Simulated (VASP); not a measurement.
# Al (a cell with a defect) in VASP: further runs

Al (a cell with a defect) is run at these levels: PBE; tasks: single point.

Program: VASP 6.6.1. These are calculated values, not measurements. Logs are shortened: lines on timing, memory, paths and dates and some standing lists are left out, and cuts for length are marked.

## 1. The cell of the first run

The cell holds a defect, 31 atoms: a = 8.100 Å, b = 8.100 Å, c = 8.100 Å, α = 90.00°, β = 90.00°, γ = 90.00°.

## 2. Single point, PBE

INCAR

```
  ALGO = Normal
  EDIFF = 1E-6
  ENCUT = 520
  GGA = PE
  ISIF = 2
  ISMEAR = 0
  LASPH = True
  LCHARG = False
  LREAL = Auto
  LWAVE = False
  NBANDS = 68
  NELM = 100
  PREC = Accurate
  SIGMA = 0.05
```

KPOINTS

```
k-points
0
Gamma
  3 3 3
```

POSCAR

```
Al
1.0
    8.1000000000      0.0000000000      0.0000000000
    0.0000000000      8.1000000000      0.0000000000
    0.0000000000      0.0000000000      8.1000000000
Al
31
Direct
    0.4983818519      0.0040554321      0.0009133333
    0.7456737037      0.2521051852      0.0009033333
    0.7513497531     -0.0014367901      0.2521396296
    0.0008887654      0.0003600000      0.0008933333
    0.3109870370      0.3100006173      0.0007607407
    0.7490760494      0.7483891358      0.0008898765
    0.2493754321      0.0044030864      0.2458548148
    0.5071176543      0.2473293827      0.2646722222
    0.7482123457      0.5003119753      0.2469855556
    0.5001897531     -0.0061134568      0.5009132099
    0.7596059259      0.2484182716      0.5009116049
    0.7513249383     -0.0013876543      0.7496522222
    0.0046354321      0.4978544444      0.0008767901
    0.2525053086      0.7453646914      0.0008691358
    0.0049169136      0.2488503704      0.2457585185
    0.2479769136      0.5063965432      0.2642129630
    0.5008122222      0.7476648148      0.2468696296
    0.0003449383     -0.0002292593      0.5008962963
    0.2483127160      0.2478407407      0.5008722222
    0.5028792593      0.5024659259      0.5008695062
    0.7499059259      0.7494116049      0.5008872840
    0.2493739506      0.0043901235      0.7558762963
    0.5070788889      0.2473950617      0.7371241975
    0.7482292593      0.5003216049      0.7547430864
   -0.0008738272      0.7507469136      0.2521819753
   -0.0053230864      0.4996680247      0.5008525926
    0.2489628395      0.7587551852      0.5008474074
    0.0049295062      0.2488748148      0.7560058025
    0.2479216049      0.5064874074      0.7374235802
    0.5008114815      0.7476759259      0.7548851852
   -0.0008902469      0.7507834568      0.7495527160
```

Potentials or basis: VASP PAW PBE potentials, release 64 (Al).

Command:

```sh
$ cat potpaw_PBE.64/Al/POTCAR > POTCAR
$ mpirun -np 1 vasp_std > vasp.out
```

OUTCAR:

```text
EDIFF = 1E-6
   ENCUT = 520
   GGA = PE
   ISIF = 2
   ISMEAR = 0
   LASPH = True
   LREAL = Auto
   NELM = 100
   PREC = Accurate

 ion  position               nearest neighbor table
   1  0.498  0.004  0.001-   7 2.83  22 2.83   2 2.84  17 2.88  30 2.88   3 2.89  12 2.89  14 2.89
                             6 2.90   5 2.91   8 2.91  23 2.91
   2  0.746  0.252  0.001-   9 2.83  24 2.83   1 2.84   8 2.88  23 2.88  15 2.89  28 2.89  12 2.89
                             3 2.89  13 2.89   4 2.90
   3  0.751  0.999  0.252-   8 2.83  25 2.84  18 2.85  21 2.85  11 2.86  10 2.86   4 2.87   6 2.87
                            17 2.87  15 2.89   1 2.89   2 2.89
   4  0.001  0.000  0.001-  15 2.83  28 2.83   7 2.83  22 2.83   3 2.87  12 2.87  25 2.87  31 2.87
                             6 2.89  14 2.90   2 2.90
   5  0.311  0.310  0.001-  23 2.71  29 2.71  16 2.71   8 2.71   1 2.91  13 2.91  22 3.21   7 3.21
                            28 3.21  15 3.21
   6  0.749  0.748  0.001-   9 2.83  24 2.83  17 2.83  30 2.83  25 2.87  31 2.87   3 2.87  12 2.87
                             4 2.89  13 2.90   1 2.90
   7  0.249  0.004  0.246-  15 2.80   4 2.83   1 2.83  19 2.86  27 2.87   8 2.87  25 2.89  18 2.89
                            14 2.89  10 2.90  17 2.91   5 3.21
   8  0.507  0.247  0.265-   5 2.71  11 2.80  10 2.81  20 2.82   3 2.83   9 2.83  19 2.84   7 2.87
                             2 2.88   1 2.91  16 2.97
   9  0.748  0.500  0.247-   6 2.83   2 2.83  17 2.83   8 2.83  20 2.86  26 2.87  25 2.87  13 2.88
[... 31 lines left out ...]
  25  0.999  0.751  0.252-  16 2.83   3 2.84  18 2.85  21 2.85  27 2.86  26 2.86   4 2.87   6 2.87
                             9 2.87   7 2.89  13 2.89  14 2.89
  26  0.995  0.500  0.501-  11 2.79  29 2.81  16 2.81  21 2.83  25 2.86  31 2.86   9 2.87  24 2.87
                            19 2.90  15 2.90  28 2.90  27 2.94
  27  0.249  0.759  0.501-  10 2.79  29 2.80  16 2.80  18 2.80  25 2.86  31 2.86   7 2.87  22 2.87
                            17 2.90  30 2.90  20 2.92  26 2.94
  28  0.005  0.249  0.756-  22 2.80   4 2.83  13 2.83  19 2.86  11 2.87  29 2.87  12 2.89  18 2.89
                             2 2.89  26 2.90  24 2.91   5 3.21
  29  0.248  0.506  0.737-   5 2.71  27 2.80  26 2.81  20 2.82  31 2.83  30 2.83  19 2.84  28 2.87
                            14 2.88  13 2.91  23 2.97
  30  0.501  0.748  0.755-   6 2.83  14 2.83  24 2.83  29 2.83  20 2.86  10 2.87  12 2.87   1 2.88
                            21 2.88  27 2.90  22 2.91
  31  0.999  0.751  0.750-  29 2.83  12 2.84  18 2.85  21 2.85  27 2.86  26 2.86   4 2.87   6 2.87
                            24 2.87  22 2.89  13 2.89  14 2.89

  LATTYP: Found a simple cubic cell.
 ALAT       =     8.1000000000

  Lattice vectors:

 A1 = (   8.1000000000,   0.0000000000,   0.0000000000)
 A2 = (   0.0000000000,   8.1000000000,   0.0000000000)
 A3 = (   0.0000000000,   0.0000000000,   8.1000000000)

Analysis of symmetry for initial positions (statically):
=====================================================================
 Subroutine PRICEL returns:
 Original cell was already a primitive cell.

 Routine SETGRP: Setting up the symmetry group for a
 simple cubic supercell.

 Subroutine GETGRP returns: Found  1 space group operations
 (whereof  1 operations were pure point group operations)
 out of a pool of 48 trial point group operations.

The static configuration has the point symmetry C_1 .

Analysis of symmetry for dynamics (positions and initial velocities):
=====================================================================
 Subroutine PRICEL returns:
 Original cell was already a primitive cell.

 Routine SETGRP: Setting up the symmetry group for a
 simple cubic supercell.

 Subroutine GETGRP returns: Found  1 space group operations
 (whereof  1 operations were pure point group operations)
 out of a pool of 48 trial point group operations.

The dynamic configuration has the point symmetry C_1 .

 Subroutine INISYM returns: Found  1 space group operations
 (whereof  1 operations are pure point group operations),
 and found     1 'primitive' translations

----------------------------------------------------------------------------------------

                                     Primitive cell

  volume of cell :     531.4410

  direct lattice vectors                    reciprocal lattice vectors
     8.100000000  0.000000000  0.000000000     0.123456790  0.000000000  0.000000000
     0.000000000  8.100000000  0.000000000     0.000000000  0.123456790  0.000000000
     0.000000000  0.000000000  8.100000000     0.000000000  0.000000000  0.123456790

  length of vectors
     8.100000000  8.100000000  8.100000000     0.123456790  0.123456790  0.123456790

  position of ions in fractional coordinates (direct lattice)
     0.498381852  0.004055432  0.000913333
     0.745673704  0.252105185  0.000903333
     0.751349753  0.998563210  0.252139630
     0.000888765  0.000360000  0.000893333
     0.310987037  0.310000617  0.000760741
     0.749076049  0.748389136  0.000889876
[... 23 lines left out ...]
     0.500811482  0.747675926  0.754885185
     0.999109753  0.750783457  0.749552716

  ion indices of the primitive-cell ions
   primitive index   ion index
                 1           1
                 2           2
                 3           3
                 4           4
                 5           5
                 6           6
[... 23 lines left out ...]
                30          30
                31          31

----------------------------------------------------------------------------------------

 KPOINTS: k-points

Automatic generation of k-mesh.
 Grid dimensions read from file:
 generate k-points for:    3    3    3

 Generating k-lattice:

  Cartesian coordinates                     Fractional coordinates (reciprocal lattice)
     0.041152263  0.000000000  0.000000000     0.333333333  0.000000000  0.000000000
     0.000000000  0.041152263  0.000000000     0.000000000  0.333333333  0.000000000
     0.000000000  0.000000000  0.041152263     0.000000000  0.000000000  0.333333333

  Length of vectors
     0.041152263  0.041152263  0.041152263

  Shift w.r.t. Gamma in fractional coordinates (k-lattice)
     0.000000000  0.000000000  0.000000000

 Subroutine IBZKPT returns following result:
 ===========================================

 Found     14 irreducible k-points:

 Following reciprocal coordinates:
            Coordinates               Weight
  0.000000  0.000000  0.000000      1.000000
  0.333333  0.000000  0.000000      2.000000
  0.000000  0.333333  0.000000      2.000000
  0.000000  0.000000  0.333333      2.000000
  0.333333  0.333333  0.000000      2.000000
  0.000000  0.333333  0.333333      2.000000
  0.333333  0.000000  0.333333      2.000000
 -0.333333  0.333333  0.000000      2.000000
 -0.333333  0.000000  0.333333      2.000000
  0.000000 -0.333333  0.333333      2.000000
  0.333333  0.333333  0.333333      2.000000
 -0.333333  0.333333  0.333333      2.000000
 -0.333333 -0.333333  0.333333      2.000000
  0.333333 -0.333333  0.333333      2.000000
   k-points           NKPTS =     14   k-points in BZ     NKDIM =     14   number of bands    NBANDS=     68
   number of dos      NEDOS =    301   number of ions     NIONS =     31
   total plane-waves  NPLWV = 216000
   dimension x,y,z NGX =    60 NGY =   60 NGZ =   60
   dimension x,y,z NGXF=   120 NGYF=  120 NGZF=  120
   ions per type =              31
   NGX,Y,Z   is equivalent  to a cutoff of  12.31, 12.31, 12.31 a.u.
   NGXF,Y,Z  is equivalent  to a cutoff of  24.63, 24.63, 24.63 a.u.
 SYSTEM =  unknown system
   PREC   = accura    normal or accurate (medium, high low for compatibility)
   ISTART =      0    job   : 0-new  1-cont  2-samecut
   ICHARG =      2    charge: 1-file 2-atom 10-const
   ISPIN  =      1    spin polarized calculation?
   LNONCOLLINEAR =      F non collinear calculations
   LSORBIT =      F    spin-orbit coupling
   LASPH  =      T    aspherical Exc in radial PAW
   ENCUT  =  520.0 eV  38.22 Ry    6.18 a.u.  15.06 15.06 15.06*2*pi/ulx,y,z
   NELM   =    100;   NELMIN=  2; NELMDL= -5     # of ELM steps
   EDIFF  = 0.1E-05   stopping-criterion for ELM
   LREAL  =      T    real-space projection
   EDIFFG = 0.1E-04   stopping-criterion for IOM
   NSW    =      0    number of steps for IOM
   IBRION =     -1    ionic relax: 0-MD 1-quasi-New 2-CG
   NFREE  =      0    steps in history (QN), initial steepest desc. (CG)
   ISIF   =      2    stress and relaxation
   ISYM   =      2    0-nonsym 1-usesym 2-fastsym
   POTIM  = 0.5000    time-step for ionic-motion
   TEBEG  =    0.0;   TEEND  =   0.0 temperature during run
   PSTRESS=    0.0 pullay stress
   NELECT =      93.0000    total number of electrons
   NUPDOWN=      -1.0000    fix difference up-down
   EMIN   =  10.00;   EMAX   =-10.00  energy-range for DOS
   EFERMI =   0.00;   METHOD = LEGACY
   ISMEAR =     0;   SIGMA  =   0.05  broadening in eV -4-tet -1-fermi 0-gaus
   EFERMI_NEDOS =   21; number of points for ismear=-14 and -15
   IALGO  =     38    algorithm
   IMIX   =      4    mixing-type and parameters
     AMIX     =   0.40;   BMIX     =  1.00
     AMIX_MAG =   1.60;   BMIX_MAG =  1.00
  volume/ion in A,a.u.               =      17.14       115.69
  Fermi-wavevector in a.u.,A,eV,Ry     =   0.915695  1.730412 11.408446  0.838497
  Thomas-Fermi vector in A             =   2.040466
   LORBIT       =      0    0 simple, 1 ext, 2 COOP (PROOUT), +10 PAW based schemes
   GGA     = PE    functional components
   LHFCALC =     F    Hartree Fock is set to
   AEXX    =    0.0000 exact exchange contribution
   IVDW    =     0    specifies the selected vdW correction
   LEPSILON=     F    determine dielectric tensor
   LRPA    =     F    only Hartree local field effects (RPA)
 non-spin polarized calculation
 Gauss-broadening in eV      SIGMA  =   0.05
  energy-cutoff  :      520.00
  volume of cell :      531.44
 maximum number of plane-waves:     14358
   NGX = 31   NGY = 31   NGZ = 31

 number of electron      93.0000000 magnetization

 Free energy of the ion-electron system (eV)
  ---------------------------------------------------
  ext. energy  EPLUGINS =         0.00000000
  ---------------------------------------------------
  free energy    TOTEN  =      -115.62113900 eV

  energy without entropy =     -115.60864317  energy(sigma->0) =     -115.61489109

 E-fermi :   7.4564     XC(G=0): -10.0312

 val. band max:        7.4241847041   @ k =   0.3333  -0.3333   0.3333
 cond. band min:       7.4808355009   @ k =  -0.3333  -0.3333   0.3333
 fundamental gap:      0.0566507967
 Fermi energy:         7.4563709321

 k-point     1 :       0.0000    0.0000    0.0000
  band No.  band energies     occupation
      1      -3.3645      2.00000
      2      -1.2529      2.00000
      3      -1.2271      2.00000
      4      -1.1677      2.00000
      5      -1.1635      2.00000
      6      -1.0627      2.00000
[... 843 lines left out ...]
     57       9.2660      0.00000
     58       9.4706      0.00000
 [bands above 58 left out]

------------------------ aborting loop because EDIFF is reached ----------------------------------------

  FORCE on cell =-STRESS in cart. coord.  units (eV):
  Direction    XX          YY          ZZ          XY          YZ          ZX
  --------------------------------------------------------------------------------------
  -------------------------------------------------------------------------------------
  Total       -3.7175500     -3.7130813     -1.4655588      0.0507186     -0.0003231     -0.0060270
  in kB      -11.2075929    -11.1941206     -4.4183364      0.1529055     -0.0009739     -0.0181702
  external PRESSURE =      -8.9400166 kB  Pullay stress =       0.0000000 kB

 VOLUME and BASIS-vectors are now :
 -----------------------------------------------------------------------------
  energy-cutoff  :      520.00
  volume of cell :      531.44
      direct lattice vectors                 reciprocal lattice vectors
     8.100000000  0.000000000  0.000000000     0.123456790  0.000000000  0.000000000
     0.000000000  8.100000000  0.000000000     0.000000000  0.123456790  0.000000000
     0.000000000  0.000000000  8.100000000     0.000000000  0.000000000  0.123456790

 POSITION                                       TOTAL-FORCE (eV/Angst)
 -----------------------------------------------------------------------------------
      4.03689      0.03285      0.00740         0.036246     -0.011152     -0.002100
      6.03996      2.04205      0.00732         0.029917      0.001571     -0.002600
      6.08593      8.08836      2.04233         0.014778      0.011634      0.005637
      0.00720      0.00292      0.00724         0.022250      0.021566      0.003396
      2.51899      2.51101      0.00616        -0.481074     -0.478957      0.001716
      6.06752      6.06195      0.00721         0.004129      0.006818      0.001921
[... 23 lines left out ...]
      4.05657      6.05617      6.11457         0.007114      0.020081     -0.003587
      8.09279      6.08135      6.07138         0.010654      0.017888     -0.003853
 -----------------------------------------------------------------------------------
    total drift:                               -0.002937     -0.005296      0.013513

  FREE ENERGIE OF THE ION-ELECTRON SYSTEM (eV)
  ---------------------------------------------------
  free  energy   TOTEN  =      -115.6211390042 eV

  energy  without entropy=     -115.6086431712  energy(sigma->0) =     -115.61489109
```

Run time: 13 min. Hardware: 1 thread of Oxide Virtual Turin-like, shared host; peak memory 0.59 GiB.

What came out:

| Quantity | Value |
| --- | --- |
| Free energy | -115.6211 eV |
| Pressure | -0.9 GPa |
| Largest force | 0.679 eV/Å |

Forces on the atoms (eV/Å):
```
Al   0.036 -0.011 -0.002
Al   0.030  0.002 -0.003
Al   0.015  0.012  0.006
Al   0.022  0.022  0.003
Al  -0.481 -0.479  0.002
Al   0.004  0.007  0.002
Al   0.015  0.018 -0.002
Al  -0.001  0.051 -0.065
Al   0.019  0.008 -0.001
Al   0.007  0.043  0.002
Al   0.007  0.005 -0.001
Al   0.017  0.009 -0.002
Al  -0.012  0.033 -0.002
Al   0.002  0.029 -0.001
Al   0.018  0.016 -0.001
Al   0.050  0.003 -0.057
Al   0.007  0.020  0.000
Al   0.018  0.012  0.005
Al   0.011  0.009  0.003
Al   0.018  0.017 -0.001
Al   0.011  0.008  0.005
Al   0.016  0.020  0.000
Al   0.000  0.051  0.060
Al   0.021  0.006 -0.004
Al   0.013  0.015  0.004
Al   0.041  0.009  0.001
Al   0.006  0.012  0.000
Al   0.018  0.017 -0.001
Al   0.051  0.000  0.058
Al   0.007  0.020 -0.004
Al   0.011  0.018 -0.004
```

(Continued in part 2 of 2.)
